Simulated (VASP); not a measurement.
# Se (C2/c) in VASP: notebook

Runs on Se. Level: PBE. Tasks: single point.

All numbers are computed with VASP 6.6.1; they aren't measurements. Logs are shortened: lines on timing, memory, paths and dates and some standing lists are left out, and cuts for length are marked.

### Step 1. The cell of the first run

Symmetry: C2/c, No. 15, monoclinic system. Conventional cell: a = 2.954 Å, b = 9.450 Å, c = 4.788 Å, α = 90.00°, β = 90.66°, γ = 90.00°. Within 3.5 Å of Se (site symmetry 2) lie 4 Se at 2.63 to 2.95 Å.

### Step 2. Single point, PBE (33.42 Å³/atom)

The input, INCAR:

```
PREC     = Accurate       # precision mode
ENCUT    = 520            # plane-wave cutoff, eV
EDIFF    = 1E-7           # SCF threshold, eV
ISMEAR   = -1             # smearing method
SIGMA    = 0.1            # smearing width, eV
LREAL    = False          # projectors in reciprocal space
LASPH    = True           # aspherical terms in the spheres
NELM     = 60             # most SCF steps
ALGO     = Normal         # electronic algorithm
ISIF     = 2              # what is computed and relaxed
LWAVE    = False          # write WAVECAR
LCHARG   = False          # write CHGCAR
GGA      = PE             # functional
NBANDS   = 13             # bands
```

The input, KPOINTS:

```
regular mesh
0
Gamma
  15 15 8
```

The input, POSCAR:

```
Se
1.0
   -3.5239313168      3.1580241492      1.4543258785
    3.1580241492     -3.5239313168      1.4543258785
    3.7060498002      3.7060498002     -2.1244855260
Se
2
Direct
    0.0669812877      0.9330187123      1.0000000000
    0.6830187123      0.3169812877      0.5000000000
```

Potentials or basis: VASP PAW PBE potentials, release 64 (Se).

Run with:

```bash
$ cat potpaw_PBE.64/Se/POTCAR > POTCAR
$ mpirun -np 1 vasp_std > vasp.out
```

OUTCAR:

```text
PREC = Accurate
   ENCUT = 520
   EDIFF = 1E-7
   ISMEAR = -1
   LREAL = False
   LASPH = True
   NELM = 60
   ISIF = 2
   GGA = PE

 ion  position               nearest neighbor table
   1  0.067  0.933  0.000-   2 2.63   2 2.63
   2  0.683  0.317  0.500-   1 2.63   1 2.63

  Warning from LATTYP: Got some problem with cell dimensions!
  Tried to take original basis but could not verify dimensions!
  LATTYP: Found a base centered monoclinic cell.
 ALAT       =     2.9543241451
 B/A-ratio  =     3.1986036668
 C/A-ratio  =     1.6207840484
 COS(beta)  =    -0.0115576730

  Lattice vectors:

 A1 = (  -3.5239313168,   3.1580241492,   1.4543258785)
 A2 = (   3.1580241492,  -3.5239313168,   1.4543258785)
 A3 = (   3.3401426326,   3.3401426326,   0.7841662310)

Analysis of symmetry for initial positions (statically):
=====================================================================
 Subroutine PRICEL returns:
 Original cell was already a primitive cell.

 Routine SETGRP: Setting up the symmetry group for a
 base centered monoclinic supercell.

 Subroutine GETGRP returns: Found  4 space group operations
 (whereof  2 operations were pure point group operations)
 out of a pool of  4 trial point group operations.

The static configuration has the point symmetry C_2 .
 The point group associated with its full space group is C_2h.

Analysis of symmetry for dynamics (positions and initial velocities):
=====================================================================
 Subroutine PRICEL returns:
 Original cell was already a primitive cell.

 Routine SETGRP: Setting up the symmetry group for a
 base centered monoclinic supercell.

 Subroutine GETGRP returns: Found  4 space group operations
 (whereof  2 operations were pure point group operations)
 out of a pool of  4 trial point group operations.

The dynamic configuration has the point symmetry C_2 .
 The point group associated with its full space group is C_2h.

 Subroutine INISYM returns: Found  4 space group operations
 (whereof  2 operations are pure point group operations),
 and found     1 'primitive' translations

----------------------------------------------------------------------------------------

                                     Primitive cell

  volume of cell :      66.8345

  direct lattice vectors                    reciprocal lattice vectors
    -3.523931317  3.158024149  1.454325878     0.031372053  0.181028842  0.370521843
     3.158024149 -3.523931317  1.454325878     0.181028842  0.031372053  0.370521843
     3.706049800  3.706049800 -2.124485526     0.145399963  0.145399963  0.036582508

  length of vectors
     4.950381017  4.950381017  5.655355780     0.413572344  0.413572344  0.208855401

  position of ions in fractional coordinates (direct lattice)
     0.066981288  0.933018712  0.000000000
     0.683018712  0.316981288  0.500000000

  ion indices of the primitive-cell ions
   primitive index   ion index
                 1           1
                 2           2

----------------------------------------------------------------------------------------

 KPOINTS: regular mesh

Automatic generation of k-mesh.
 Grid dimensions read from file:
 generate k-points for:   15   15    8

 Generating k-lattice:

  Cartesian coordinates                     Fractional coordinates (reciprocal lattice)
     0.002091470  0.012068589  0.024701456     0.066666667  0.000000000  0.000000000
     0.012068589  0.002091470  0.024701456     0.000000000  0.066666667  0.000000000
     0.018174995  0.018174995  0.004572814     0.000000000  0.000000000  0.125000000

  Length of vectors
     0.027571490  0.027571490  0.026106925

  Shift w.r.t. Gamma in fractional coordinates (k-lattice)
     0.000000000  0.000000000  0.000000000

 Subroutine IBZKPT returns following result:
 ===========================================

 Found    488 irreducible k-points:

 Following reciprocal coordinates:
            Coordinates               Weight
  0.000000  0.000000  0.000000      1.000000
  0.066667 -0.000000 -0.000000      4.000000
  0.133333 -0.000000 -0.000000      4.000000
  0.200000  0.000000 -0.000000      4.000000
  0.266667 -0.000000 -0.000000      4.000000
  0.333333  0.000000 -0.000000      4.000000
[... 16 lines left out ...]
  0.133333  0.133333 -0.000000      2.000000
  0.200000  0.133333 -0.000000      4.000000
 [... further k-points ...]
   k-points           NKPTS =    488   k-points in BZ     NKDIM =    488   number of bands    NBANDS=     13
   number of dos      NEDOS =    301   number of ions     NIONS =      2
   total plane-waves  NPLWV =  67200
   dimension x,y,z NGX =    40 NGY =   40 NGZ =   42
   dimension x,y,z NGXF=    80 NGYF=   80 NGZF=   84
   ions per type =               2
   NGX,Y,Z   is equivalent  to a cutoff of  13.43, 13.43, 12.35 a.u.
   NGXF,Y,Z  is equivalent  to a cutoff of  26.87, 26.87, 24.69 a.u.
 SYSTEM =  unknown system
   PREC   = accura    normal or accurate (medium, high low for compatibility)
   ISTART =      0    job   : 0-new  1-cont  2-samecut
   ICHARG =      2    charge: 1-file 2-atom 10-const
   ISPIN  =      1    spin polarized calculation?
   LNONCOLLINEAR =      F non collinear calculations
   LSORBIT =      F    spin-orbit coupling
   LASPH  =      T    aspherical Exc in radial PAW
   ENCUT  =  520.0 eV  38.22 Ry    6.18 a.u.   9.20  9.20 10.52*2*pi/ulx,y,z
   NELM   =     60;   NELMIN=  2; NELMDL= -5     # of ELM steps
   EDIFF  = 0.1E-06   stopping-criterion for ELM
   LREAL  =      F    real-space projection
   EDIFFG = 0.1E-05   stopping-criterion for IOM
   NSW    =      0    number of steps for IOM
   IBRION =     -1    ionic relax: 0-MD 1-quasi-New 2-CG
   NFREE  =      0    steps in history (QN), initial steepest desc. (CG)
   ISIF   =      2    stress and relaxation
   ISYM   =      2    0-nonsym 1-usesym 2-fastsym
   POTIM  = 0.5000    time-step for ionic-motion
   TEBEG  =    0.0;   TEEND  =   0.0 temperature during run
   PSTRESS=    0.0 pullay stress
   NELECT =      12.0000    total number of electrons
   NUPDOWN=      -1.0000    fix difference up-down
   EMIN   =  10.00;   EMAX   =-10.00  energy-range for DOS
   EFERMI =   0.00;   METHOD = LEGACY
   ISMEAR =    -1;   SIGMA  =   0.10  broadening in eV -4-tet -1-fermi 0-gaus
   EFERMI_NEDOS =   21; number of points for ismear=-14 and -15
   IALGO  =     38    algorithm
   IMIX   =      4    mixing-type and parameters
     AMIX     =   0.40;   BMIX     =  1.00
     AMIX_MAG =   1.60;   BMIX_MAG =  1.00
  volume/ion in A,a.u.               =      33.42       225.51
  Fermi-wavevector in a.u.,A,eV,Ry     =   0.923567  1.745288 11.605434  0.852975
  Thomas-Fermi vector in A             =   2.049217
   LORBIT       =      0    0 simple, 1 ext, 2 COOP (PROOUT), +10 PAW based schemes
   GGA     = PE    functional components
   LHFCALC =     F    Hartree Fock is set to
   AEXX    =    0.0000 exact exchange contribution
   IVDW    =     0    specifies the selected vdW correction
   LEPSILON=     F    determine dielectric tensor
   LRPA    =     F    only Hartree local field effects (RPA)
 non-spin polarized calculation
  energy-cutoff  :      520.00
  volume of cell :       66.83
 maximum number of plane-waves:      1830
 NGX is ok and might be reduce to    40
   NGX = 19   NGY = 19   NGZ = 21

 number of electron      12.0000000 magnetization

 Free energy of the ion-electron system (eV)
  ---------------------------------------------------
  ext. energy  EPLUGINS =         0.00000000
  ---------------------------------------------------
  free energy    TOTEN  =        -6.59976488 eV

  energy without entropy =       -6.57033332  energy(sigma->0) =       -6.58504910

 E-fermi :   1.1097     XC(G=0):  -7.8828

 val. band max:        1.0931297199   @ k =  -0.0667  -0.0667   0.3750
 cond. band min:       1.1283772726   @ k =  -0.4000   0.0000   0.1250
 fundamental gap:      0.0352475527
 Fermi energy:         1.1097159068

 k-point     1 :       0.0000    0.0000    0.0000
  band No.  band energies     occupation
      1     -13.6765      2.00000
      2     -10.5055      2.00000
      3      -4.3504      2.00000
      4      -0.9728      2.00000
      5      -0.8064      2.00000
      6       2.5263      0.00000
      7       3.0723      0.00000
      8       4.5669      0.00000
      9       6.0191      0.00000
     10       8.4469      0.00000
     11       9.6492      0.00000
     12      10.1241      0.00000
     13      13.2044      0.00000

 k-point     2 :       0.0667   -0.0000   -0.0000
  band No.  band energies     occupation
      1     -13.6006      2.00000
      2     -10.5164      2.00000
      3      -4.2420      2.00000
      4      -0.9252      2.00000
      5      -0.7340      2.00000
      6       2.0139      0.00024
      7       3.0373      0.00000
      8       4.1232      0.00000
      9       6.2434      0.00000
     10       8.2641      0.00000
     11      10.3117      0.00000
     12      10.5127      0.00000
     13      13.5691      0.00000

 k-point     3 :       0.1333   -0.0000   -0.0000
  band No.  band energies     occupation
      1     -13.3768      2.00000
      2     -10.5405      2.00000
      3      -3.9374      2.00000
      4      -0.8158      2.00000
      5      -0.5045      2.00000
      6       0.8833      1.81176
      7       2.9882      0.00000
      8       3.0388      0.00000
      9       6.7942      0.00000
     10       7.9988      0.00000
     11      11.2549      0.00000
     12      11.8514      0.00000
     13      12.1697      0.00000
[... 305 lines left out ...]
 k-point    23 :       0.1333    0.1333   -0.0000
  band No.  band energies     occupation
      1     -12.5579      2.00000
      2     -10.5629      2.00000
      3      -2.9079      2.00000
      4      -1.5787      2.00000
      5      -0.6197      2.00000
      6       0.1465      1.99987
      7       0.6746      1.97456
      8       3.1851      0.00000
      9       7.5681      0.00000
     10       7.9465      0.00000
     11       9.1665      0.00000
     12      10.9515      0.00000
     13      11.4640      0.00000

 k-point    24 :       0.2000    0.1333   -0.0000
  band No.  band energies     occupation
      1     -12.0230      2.00000
      2     -10.5643      2.00000
      3      -2.4963      2.00000
      4      -2.3168      2.00000
      5      -1.1830      2.00000
      6      -0.6551      2.00000
      7       1.4122      0.09267
      8       3.3716      0.00000
      9       7.3757      0.00000
     10       8.3115      0.00000
     11       8.5667      0.00000
     12       9.3895      0.00000
     13      11.3242      0.00000

 [... further k-points ...]

------------------------ aborting loop because EDIFF is reached ----------------------------------------

  FORCE on cell =-STRESS in cart. coord.  units (eV):
  Direction    XX          YY          ZZ          XY          YZ          ZX
  --------------------------------------------------------------------------------------
  -------------------------------------------------------------------------------------
  Total       -1.6705709     -1.6705709     -1.8897774     -1.0949134     -0.0592316     -0.0592316
  in kB      -40.0474147    -40.0474147    -45.3022962    -26.2475841     -1.4199177     -1.4199174
  external PRESSURE =     -41.7990419 kB  Pullay stress =       0.0000000 kB

 VOLUME and BASIS-vectors are now :
 -----------------------------------------------------------------------------
  energy-cutoff  :      520.00
  volume of cell :       66.83
      direct lattice vectors                 reciprocal lattice vectors
    -3.523931317  3.158024149  1.454325878     0.031372053  0.181028842  0.370521843
     3.158024149 -3.523931317  1.454325878     0.181028842  0.031372053  0.370521843
     3.706049800  3.706049800 -2.124485526     0.145399963  0.145399963  0.036582508

 POSITION                                       TOTAL-FORCE (eV/Angst)
 -----------------------------------------------------------------------------------
      2.71046     -3.07637      1.45433        -0.351579      0.351579     -0.000000
      0.44715      2.89299      0.39208         0.351579     -0.351579      0.000000
 -----------------------------------------------------------------------------------
    total drift:                               -0.000000      0.000000     -0.000000

  FREE ENERGIE OF THE ION-ELECTRON SYSTEM (eV)
  ---------------------------------------------------
  free  energy   TOTEN  =        -6.5997648836 eV

  energy  without entropy=       -6.5703333174  energy(sigma->0) =       -6.58504910
```

Wall time 10 min (1 thread of Intel Xeon 8259CL, shared host); peak memory 0.51 GiB.

Results:

- Free energy: -6.5998 eV
- Pressure: -4.2 GPa
- Largest force: 0.497 eV/Å
- Band gap on the k mesh: zero (bands 6 and 7 overlap by 2.96 eV)

Forces in eV/Å, atoms in the order of the input:
```
Se  -0.352  0.352  0.000
Se   0.352 -0.352  0.000
```

Caveat: the cell stands under tension.

### Step 3. Single point, PBE

This run uses another cell than the first one, of 29.84 Å³/atom.

The input, INCAR:

```
SYSTEM = Se
PREC = Accurate ; ENCUT = 520
EDIFF = 1E-6 ; ISMEAR = -1
SIGMA = 0.1 ; LREAL = .False.
LASPH = .True. ; NELM = 100
ALGO = Normal ; ISIF = 2
LWAVE = .False. ; LCHARG = .False.
GGA = PE ; ISYM = 0
NBANDS = 13
```

The input, KPOINTS:

```
Automatic mesh
0
Gamma
  12 12 8
  0 0 0
```

The input, POSCAR:

```
Se
1.0
   -3.3932935191      3.0409511184      1.4004116808
    3.0409511184     -3.3932935191      1.4004116808
    3.5686605776      3.5686605776     -2.0457274330
Se
2
Direct
    0.0669812877      0.9330187123      1.0000000000
    0.6830187123      0.3169812877      0.5000000000
```

Potentials or basis: VASP PAW PBE potentials, release 64 (Se).

Run with:

```bash
$ cat potpaw_PBE.64/Se/POTCAR > POTCAR
$ mpirun -np 1 vasp_std > vasp.out
```

OUTCAR:

```text
SYSTEM = Se
   PREC = Accurate
   ENCUT = 520
   EDIFF = 1E-6
   ISMEAR = -1
   LREAL = .False.
   LASPH = .True.
   NELM = 100
   ISIF = 2
   GGA = PE
   ISYM = 0

 ion  position               nearest neighbor table
   1  0.067  0.933  0.000-   2 2.54   2 2.54
   2  0.683  0.317  0.500-   1 2.54   1 2.54

IMPORTANT INFORMATION: All symmetrisations will be switched off!
NOSYMM: (Re-)initialisation of all symmetry stuff for point group C_1.

----------------------------------------------------------------------------------------

[... 533 lines left out ...]

  FORCE on cell =-STRESS in cart. coord.  units (eV):
  Direction    XX          YY          ZZ          XY          YZ          ZX
  --------------------------------------------------------------------------------------
  -------------------------------------------------------------------------------------
  Total        0.0160220      0.0160225      0.0037942      0.0088264      0.0024417      0.0024413
  in kB        0.4301750      0.4301887      0.1018710      0.2369796      0.0655561      0.0655456
  external PRESSURE =       0.3207449 kB  Pullay stress =       0.0000000 kB

 VOLUME and BASIS-vectors are now :
 -----------------------------------------------------------------------------
  energy-cutoff  :      520.00
  volume of cell :       59.67
      direct lattice vectors                 reciprocal lattice vectors
    -3.393293519  3.040951118  1.400411681     0.032579840  0.187998239  0.384786497
     3.040951118 -3.393293519  1.400411681     0.187998239  0.032579840  0.384786497
     3.568660578  3.568660578 -2.045727433     0.150997690  0.150997690  0.037990892

 POSITION                                       TOTAL-FORCE (eV/Angst)
 -----------------------------------------------------------------------------------
      2.60998     -2.96232      1.40041         0.004433     -0.004432      0.000000
      0.43057      2.78575      0.37755        -0.004433      0.004432     -0.000000
 -----------------------------------------------------------------------------------
    total drift:                               -0.000005      0.000005     -0.000000

  FREE ENERGIE OF THE ION-ELECTRON SYSTEM (eV)
  ---------------------------------------------------
  free  energy   TOTEN  =        -6.7077642952 eV

  energy  without entropy=       -6.6805047711  energy(sigma->0) =       -6.69413453
```

It took 7.7 min on 1 thread of Intel Xeon 8259CL, shared host; peak memory 0.51 GiB.

What came out:

```
Free energy            : -6.7078 eV
Pressure               : 0.0 GPa
Largest force          : 0.006 eV/Å
Band gap on the k mesh : zero (bands 6 and 7 overlap by 3.42 eV)
```

Forces on the atoms (eV/Å):
```
Se   0.004 -0.004  0.000
Se  -0.004  0.004  0.000
```

The gap in the log of VASP goes by the Fermi energy; the results here count the filled bands.